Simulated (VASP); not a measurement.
# Ga (Cmcm) in VASP: further runs

Ga is run at these levels: PBEsol, PBE-based screened hybrid with 25 % exact exchange; tasks: single point.

All numbers are computed with VASP 6.6.1; they aren't measurements. Logs are shortened: lines on timing, memory, paths and dates and some standing lists are left out, and cuts for length are marked.

## (1) The cell of the first run

Symmetry: Cmcm, No. 63, orthorhombic system. Conventional cell: a = 2.781 Å, b = 7.976 Å, c = 3.135 Å, α = 90.00°, β = 90.00°, γ = 90.00°. Within 3.5 Å of Ga (site symmetry m2m) lie 10 Ga at 2.66 to 3.14 Å.

## (2) Single point, PBEsol

INCAR

```
SYSTEM = Ga
ALGO = Normal
EDIFF = 1E-6
ENCUT = 520
GGA = PS
ISIF = 2
ISMEAR = -1
LASPH = .True.
LCHARG = .False.
LREAL = .False.
LWAVE = .False.
NBANDS = 20
NELM = 60
PREC = Accurate
SIGMA = 0.05
```

KPOINTS

```
k-points
0
Gamma
  10 10 8
  0 0 0
```

POSCAR

```
Ga
1.0
    1.3905799460     -3.9878248822      0.0000000000
    1.3905799460      3.9878248822      0.0000000000
    0.0000000000      0.0000000000      3.1351683843
Ga
2
Direct
    0.1348588689      0.8651411311      0.7500000000
    0.8651411311      0.1348588689      0.2500000000
```

Potentials or basis: VASP PAW PBE potentials, release 64 (Ga_d).

On the command line:

```console
> cat potpaw_PBE.64/Ga_d/POTCAR > POTCAR
> mpirun -np 1 vasp_std > vasp.out
```

OUTCAR:

```text
SYSTEM = Ga
   EDIFF = 1E-6
   ENCUT = 520
   GGA = PS
   ISIF = 2
   ISMEAR = -1
   LASPH = .True.
   LREAL = .False.
   NELM = 60
   PREC = Accurate

 ion  position               nearest neighbor table
   1  0.135  0.865  0.750-   2 2.66   2 2.66   2 2.79   2 2.79   2 2.79   2 2.79
   2  0.865  0.135  0.250-   1 2.66   1 2.66   1 2.79   1 2.79   1 2.79   1 2.79

  LATTYP: Found a base centered orthorhombic cell.
 ALAT       =     2.7811598920
 B/A-ratio  =     2.8677422637
 C/A-ratio  =     1.1272880762

  Lattice vectors:

 A1 = (   1.3905799460,  -3.9878248822,   0.0000000000)
 A2 = (   1.3905799460,   3.9878248822,   0.0000000000)
 A3 = (   0.0000000000,   0.0000000000,   3.1351683843)

Analysis of symmetry for initial positions (statically):
=====================================================================
 Subroutine PRICEL returns:
 Original cell was already a primitive cell.

 Routine SETGRP: Setting up the symmetry group for a
 base centered orthorhombic supercell.

 Subroutine GETGRP returns: Found  8 space group operations
 (whereof  4 operations were pure point group operations)
 out of a pool of  8 trial point group operations.

The static configuration has the point symmetry C_2h.
 The point group associated with its full space group is D_2h.

Analysis of symmetry for dynamics (positions and initial velocities):
=====================================================================
 Subroutine PRICEL returns:
 Original cell was already a primitive cell.

 Routine SETGRP: Setting up the symmetry group for a
 base centered orthorhombic supercell.

 Subroutine GETGRP returns: Found  8 space group operations
 (whereof  4 operations were pure point group operations)
 out of a pool of  8 trial point group operations.

The dynamic configuration has the point symmetry C_2h.
 The point group associated with its full space group is D_2h.

 Subroutine INISYM returns: Found  8 space group operations
 (whereof  4 operations are pure point group operations),
 and found     1 'primitive' translations

----------------------------------------------------------------------------------------

                                     Primitive cell

  volume of cell :      34.7715

  direct lattice vectors                    reciprocal lattice vectors
     1.390579946 -3.987824882  0.000000000     0.359562211 -0.125381634  0.000000000
     1.390579946  3.987824882  0.000000000     0.359562211  0.125381634  0.000000000
     0.000000000  0.000000000  3.135168384     0.000000000  0.000000000  0.318962135

  length of vectors
     4.223323321  4.223323321  3.135168384     0.380795927  0.380795927  0.318962135

  position of ions in fractional coordinates (direct lattice)
     0.134858869  0.865141131  0.750000000
     0.865141131  0.134858869  0.250000000

  ion indices of the primitive-cell ions
   primitive index   ion index
                 1           1
                 2           2

----------------------------------------------------------------------------------------

 KPOINTS: k-points

Automatic generation of k-mesh.
 Grid dimensions read from file:
 generate k-points for:   10   10    8

 Generating k-lattice:

  Cartesian coordinates                     Fractional coordinates (reciprocal lattice)
     0.035956221 -0.012538163  0.000000000     0.100000000  0.000000000  0.000000000
     0.035956221  0.012538163  0.000000000     0.000000000  0.100000000  0.000000000
     0.000000000  0.000000000  0.039870267     0.000000000  0.000000000  0.125000000

  Length of vectors
     0.038079593  0.038079593  0.039870267

  Shift w.r.t. Gamma in fractional coordinates (k-lattice)
     0.000000000  0.000000000  0.000000000

 Subroutine IBZKPT returns following result:
 ===========================================

 Found    155 irreducible k-points:

 Following reciprocal coordinates:
            Coordinates               Weight
  0.000000  0.000000  0.000000      1.000000
  0.100000 -0.000000  0.000000      4.000000
  0.200000 -0.000000  0.000000      4.000000
  0.300000  0.000000  0.000000      4.000000
  0.400000  0.000000  0.000000      4.000000
  0.500000  0.000000  0.000000      2.000000
[... 16 lines left out ...]
  0.300000  0.300000  0.000000      2.000000
  0.400000  0.300000  0.000000      4.000000
 [... further k-points ...]
   k-points           NKPTS =    155   k-points in BZ     NKDIM =    155   number of bands    NBANDS=     20
   number of dos      NEDOS =    301   number of ions     NIONS =      2
   total plane-waves  NPLWV =  24576
   dimension x,y,z NGX =    32 NGY =   32 NGZ =   24
   dimension x,y,z NGXF=    64 NGYF=   64 NGZF=   48
   ions per type =               2
   NGX,Y,Z   is equivalent  to a cutoff of  12.60, 12.60, 12.73 a.u.
   NGXF,Y,Z  is equivalent  to a cutoff of  25.19, 25.19, 25.45 a.u.
 SYSTEM =  Ga
   PREC   = accura    normal or accurate (medium, high low for compatibility)
   ISTART =      0    job   : 0-new  1-cont  2-samecut
   ICHARG =      2    charge: 1-file 2-atom 10-const
   ISPIN  =      1    spin polarized calculation?
   LNONCOLLINEAR =      F non collinear calculations
   LSORBIT =      F    spin-orbit coupling
   LASPH  =      T    aspherical Exc in radial PAW
   ENCUT  =  520.0 eV  38.22 Ry    6.18 a.u.   7.85  7.85  5.83*2*pi/ulx,y,z
   NELM   =     60;   NELMIN=  2; NELMDL= -5     # of ELM steps
   EDIFF  = 0.1E-05   stopping-criterion for ELM
   LREAL  =      F    real-space projection
   EDIFFG = 0.1E-04   stopping-criterion for IOM
   NSW    =      0    number of steps for IOM
   IBRION =     -1    ionic relax: 0-MD 1-quasi-New 2-CG
   NFREE  =      0    steps in history (QN), initial steepest desc. (CG)
   ISIF   =      2    stress and relaxation
   ISYM   =      2    0-nonsym 1-usesym 2-fastsym
   POTIM  = 0.5000    time-step for ionic-motion
   TEBEG  =    0.0;   TEEND  =   0.0 temperature during run
   PSTRESS=    0.0 pullay stress
   NELECT =      26.0000    total number of electrons
   NUPDOWN=      -1.0000    fix difference up-down
   EMIN   =  10.00;   EMAX   =-10.00  energy-range for DOS
   EFERMI =   0.00;   METHOD = LEGACY
   ISMEAR =    -1;   SIGMA  =   0.05  broadening in eV -4-tet -1-fermi 0-gaus
   EFERMI_NEDOS =   21; number of points for ismear=-14 and -15
   IALGO  =     38    algorithm
   IMIX   =      4    mixing-type and parameters
     AMIX     =   0.40;   BMIX     =  1.00
     AMIX_MAG =   1.60;   BMIX_MAG =  1.00
  volume/ion in A,a.u.               =      17.39       117.32
  Fermi-wavevector in a.u.,A,eV,Ry     =   1.485907  2.807957 30.040572  2.207920
  Thomas-Fermi vector in A             =   2.599260
   LORBIT       =      0    0 simple, 1 ext, 2 COOP (PROOUT), +10 PAW based schemes
   GGA     = PS    functional components
   LHFCALC =     F    Hartree Fock is set to
   AEXX    =    0.0000 exact exchange contribution
   IVDW    =     0    specifies the selected vdW correction
   LEPSILON=     F    determine dielectric tensor
   LRPA    =     F    only Hartree local field effects (RPA)
 non-spin polarized calculation
  energy-cutoff  :      520.00
  volume of cell :       34.77
 maximum number of plane-waves:       952
   NGX = 15   NGY = 15   NGZ = 11

 number of electron      25.9999988 magnetization

 Free energy of the ion-electron system (eV)
  ---------------------------------------------------
  ext. energy  EPLUGINS =         0.00000000
  ---------------------------------------------------
  free energy    TOTEN  =        -6.69120014 eV

  energy without entropy =       -6.68709493  energy(sigma->0) =       -6.68914754

 E-fermi :   6.2421     XC(G=0): -11.5254

 val. band max:        6.2392246159   @ k =   0.3000   0.1000   0.2500
 cond. band min:       6.3098094853   @ k =   0.5000   0.5000   0.2500
 fundamental gap:      0.0705848694
 Fermi energy:         6.2421130029

 k-point     1 :       0.0000    0.0000    0.0000
  band No.  band energies     occupation
      1      -9.0657      2.00000
      2      -9.0273      2.00000
      3      -8.9733      2.00000
      4      -8.9589      2.00000
      5      -8.7032      2.00000
      6      -8.6858      2.00000
[... 12 lines left out ...]
     19      17.6934      0.00000
     20      18.9451      0.00000

 k-point     2 :       0.1000   -0.0000    0.0000
  band No.  band energies     occupation
      1      -9.0513      2.00000
      2      -9.0193      2.00000
      3      -8.9588      2.00000
      4      -8.9157      2.00000
      5      -8.7163      2.00000
      6      -8.7027      2.00000
[... 12 lines left out ...]
     19      18.5885      0.00000
     20      20.8319      0.00000

 k-point     3 :       0.2000   -0.0000    0.0000
  band No.  band energies     occupation
      1      -9.0166      2.00000
      2      -8.9994      2.00000
      3      -8.9120      2.00000
      4      -8.8354      2.00000
      5      -8.7480      2.00000
      6      -8.7396      2.00000
[... 12 lines left out ...]
     19      18.8228      0.00000
     20      22.5722      0.00000

 k-point     4 :       0.3000    0.0000    0.0000
  band No.  band energies     occupation
      1      -8.9794      2.00000
      2      -8.9774      2.00000
      3      -8.8773      2.00000
      4      -8.8485      2.00000
      5      -8.8066      2.00000
      6      -8.6916      2.00000
[... 12 lines left out ...]
     19      19.0271      0.00000
     20      20.8099      0.00000

 k-point     5 :       0.4000    0.0000    0.0000
  band No.  band energies     occupation
      1      -8.9721      2.00000
      2      -8.9620      2.00000
      3      -8.8816      2.00000
      4      -8.8584      2.00000
      5      -8.8574      2.00000
      6      -8.7008      2.00000
[... 12 lines left out ...]
     19      17.6827      0.00000
     20      19.5441      0.00000

 k-point     6 :       0.5000    0.0000    0.0000
  band No.  band energies     occupation
      1      -8.9820      2.00000
      2      -8.9559      2.00000
      3      -8.8787      2.00000
      4      -8.8782      2.00000
      5      -8.8579      2.00000
      6      -8.7118      2.00000
[... 12 lines left out ...]
     19      17.5730      0.00000
     20      17.9182      0.00000

 k-point     7 :       0.1000    0.1000    0.0000
  band No.  band energies     occupation
      1      -9.0243      2.00000
      2      -9.0100      2.00000
      3      -8.8844      2.00000
      4      -8.8596      2.00000
      5      -8.7374      2.00000
      6      -8.7137      2.00000
[... 12 lines left out ...]
     19      19.3204      0.00000
     20      21.6715      0.00000
[... 277 lines left out ...]
 k-point    20 :      -0.4000    0.2000    0.0000
  band No.  band energies     occupation
      1      -8.9930      2.00000
      2      -8.9352      2.00000
      3      -8.9249      2.00000
      4      -8.8237      2.00000
      5      -8.7805      2.00000
      6      -8.7571      2.00000
[... 12 lines left out ...]
     19      16.8318      0.00000
     20      20.6796      0.00000

 k-point    21 :      -0.3000    0.2000    0.0000
  band No.  band energies     occupation
      1      -9.0508      2.00000
      2      -8.9765      2.00000
      3      -8.9510      2.00000
      4      -8.8378      2.00000
      5      -8.7774      2.00000
      6      -8.7308      2.00000
[... 12 lines left out ...]
     19      17.0822      0.00000
     20      19.7535      0.00000

 k-point    22 :      -0.2000    0.2000    0.0000
  band No.  band energies     occupation
      1      -9.0687      2.00000
      2      -9.0022      2.00000
      3      -8.9788      2.00000
      4      -8.8837      2.00000
      5      -8.7521      2.00000
      6      -8.7058      2.00000
[... 12 lines left out ...]
     19      17.3640      0.00000
     20      17.9922      0.00000

 k-point    23 :       0.3000    0.3000    0.0000
  band No.  band energies     occupation
      1      -8.9850      2.00000
      2      -8.9554      2.00000
      3      -8.8884      2.00000
      4      -8.8117      2.00000
      5      -8.7509      2.00000
      6      -8.7428      2.00000
[... 12 lines left out ...]
     19      16.6941      0.00000
     20      18.8086      0.00000

 k-point    24 :       0.4000    0.3000    0.0000
  band No.  band energies     occupation
      1      -8.9721      2.00000
      2      -8.9161      2.00000
      3      -8.8691      2.00000
      4      -8.8239      2.00000
      5      -8.7910      2.00000
      6      -8.7740      2.00000
[... 12 lines left out ...]
     19      16.0906      0.00000
     20      18.0116      0.00000

 [... further k-points ...]

------------------------ aborting loop because EDIFF is reached ----------------------------------------

  FORCE on cell =-STRESS in cart. coord.  units (eV):
  Direction    XX          YY          ZZ          XY          YZ          ZX
  --------------------------------------------------------------------------------------
  -------------------------------------------------------------------------------------
  Total        0.4265288      0.4320516      0.4220624      0.0000000      0.0000000      0.0000000
  in kB       19.6533248     19.9078021     19.4475251      0.0000000      0.0000000      0.0000000
  external PRESSURE =      19.6695507 kB  Pullay stress =       0.0000000 kB

 VOLUME and BASIS-vectors are now :
 -----------------------------------------------------------------------------
  energy-cutoff  :      520.00
  volume of cell :       34.77
      direct lattice vectors                 reciprocal lattice vectors
     1.390579946 -3.987824882  0.000000000     0.359562211 -0.125381634  0.000000000
     1.390579946  3.987824882  0.000000000     0.359562211  0.125381634  0.000000000
     0.000000000  0.000000000  3.135168384     0.000000000  0.000000000  0.318962135

 POSITION                                       TOTAL-FORCE (eV/Angst)
 -----------------------------------------------------------------------------------
      1.39058      2.91224      2.35138         0.000000      0.001006      0.000000
      1.39058     -2.91224      0.78379         0.000000     -0.001006     -0.000000
 -----------------------------------------------------------------------------------
    total drift:                                0.000000     -0.000000     -0.000000

  FREE ENERGIE OF THE ION-ELECTRON SYSTEM (eV)
  ---------------------------------------------------
  free  energy   TOTEN  =        -6.6912001415 eV

  energy  without entropy=       -6.6870949307  energy(sigma->0) =       -6.68914754
```

It took 1.9 min on 1 thread of Intel Xeon 8259CL, shared host; peak memory 0.22 GiB.

What came out:

| Quantity | Value |
| --- | --- |
| Free energy | -6.6912 eV |
| Pressure | 2.0 GPa |
| Band gap on the k mesh | zero (bands 13 and 14 overlap by 9.45 eV) |

Caveat: the PAW data sets were made with another functional, which shifts forces and pressure a little.

[end of part 1 of 2]

The gap in the log of VASP goes by the Fermi energy; the results here count the filled bands.